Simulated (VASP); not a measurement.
Input of a VASP 6.6.1 run:

File INCAR:

```
ALGO     = Normal         # electronic algorithm
EDIFF    = 1E-7           # SCF threshold, eV
ENCUT    = 520            # plane-wave cutoff, eV
GGA      = PE             # functional
ISIF     = 2              # what is computed and relaxed
ISMEAR   = 0              # smearing method
LASPH    = True           # aspherical terms in the spheres
LCHARG   = True           # write CHGCAR
LELF     = True           # ELF
LREAL    = False          # projectors in reciprocal space
LVHAR    = True         
LWAVE    = False          # write WAVECAR
NBANDS   = 26             # bands
NELM     = 60             # most SCF steps
PREC     = Accurate       # precision mode
SIGMA    = 0.05           # smearing width, eV
```

Contents of KPOINTS:

```
k-points
0
Gamma
  10 10 3
```

File POSCAR:

```
SiC
1.0
   -3.0759982064      0.0000000000      0.0000000000
   -1.5379991032     -2.6638925888      0.0000000000
   -0.7691533515     -0.4440708945     10.0960000000
Si C
4 4
Direct
    0.2243532083      0.2243532083      0.6537500000
    0.3077032083      0.3077032083      0.1537500000
    0.5160115417      0.5160115417      0.9037500000
    0.5993615417      0.5993615417      0.4037500000
    0.1922634583      0.1922634583      0.8462500000
    0.2756134583      0.2756134583      0.3462500000
    0.6506217917      0.6506217917      0.0962500000
    0.5672717917      0.5672717917      0.5962500000
```

Potentials or basis: VASP PAW PBE potentials, release 64 (Si, C).

Command:

```bash
$ cat potpaw_PBE.64/Si/POTCAR potpaw_PBE.64/C/POTCAR > POTCAR
$ mpirun -np 1 vasp_std > vasp.out
```

Problem. Estimate the largest force.

Solution. 2.098 eV/Å.

Problem. Predict the pressure.

Solution. 2.8 GPa.

Problem. What does it give for the band gap on the k mesh?

Solution. 1.08 eV (least direct gap 2.55 eV).

Forces on the atoms (eV/Å):
```
Si  -0.045 -0.026  0.623
Si   0.272  0.157  0.944
Si  -1.702 -0.983  0.734
Si   0.019  0.011  0.626
C    0.141  0.082 -0.835
C    0.111  0.064 -0.576
C    1.194  0.689 -0.842
C    0.009  0.005 -0.674
```

Caveat: the cell differs from its parent crystal (the part above a cut slid along it); forces of over 1 eV/Å act on the atoms, so gaps and moduli don't describe the material at rest. A k mesh can miss the band edges.
